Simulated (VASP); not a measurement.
Runs of VASP 6.6.1 on KF. The structure is that of space group Pm-3m (No. 221), or close to it. The cells are those of the table. 

```tsv
level	cell	k mesh	smearing	grid for exact exchange (PRECFOCK)	share of exact exchange	screening parameter	gap on the mesh (eV)	pressure (GPa)
HSE06	a = 3.105, b = 3.105, c = 3.179 Å, 2 atoms	6 × 6 × 6	gaussian 0.01 eV	Normal	0.25	0.2079 1/Å	9.27	4.1
PBE	a = 3.105, b = 3.105, c = 3.179 Å, 2 atoms	8 × 8 × 8	fermi-dirac 0.02 eV	-	-	-	(b)	(a)
PBE	a = 3.194 Å, angles 89.5°, 2 atoms	8 × 8 × 8	fermi-dirac 0.02 eV	-	-	-	6.69	2.4
r2SCAN	a = 3.179, b = 3.179, c = 3.167 Å, 2 atoms	8 × 8 × 8	gaussian 0.01 eV	-	-	-	(c)	0.2
```

Alike in all rows: task single point; potentials or basis VASP PAW PBE potentials, release 64 (K_sv, F); no spin polarisation; cutoff (eV) 520.

Task: Estimate the missing entries.

Result: (a) 5.5; (b) 7.14; (c) 7.75.

Caveats: the cell stands under pressure (at least some runs); the PAW data sets were made with another functional, which shifts forces and pressure a little (at least some runs).

A k mesh can miss the band edges.
